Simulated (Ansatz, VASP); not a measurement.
# Two plane-wave programs on Rh

```xyz
2
Lattice="2.8142 0.0000 0.0000 -1.4071 2.4371 0.0000 0.0000 0.0000 4.5331" Properties=species:S:1:pos:R:3 pbc="T T T"
Rh    0.0000    1.6248    1.1333
Rh    1.4071    0.8124    3.3999
```

Alike in both runs: task single point; functional RPBE; k mesh 15 × 15 × 8; occupations fermi-dirac, width 0.1 eV; no spin polarisation.

|  | VASP | Ansatz |
| --- | --- | --- |
| version | VASP 6.6.1 | Ansatz 0.2.0 |
| potentials or method | VASP PAW PBE potentials, release 64 (Rh_pv), cutoff 520 eV | plane waves (420 eV) with PAW, scalar-relativistic |
| valence electrons in the cell | 30 | 34 |

```csv
,VASP,Ansatz,Ansatz less VASP
pressure (GPa),-14.5,-14.6,-0.14
"traceless stress, the component that is largest in VASP (GPa)",-0.44,-0.45,-0.012
```

VASP's potentials were made for PBE, not for RPBE. The functional is the same, so the differences come from potentials, cutoffs and numerics. VASP's potentials hold 30 valence electrons a cell and Ansatz's 34, so a difference there can come from the potentials and not from the codes.
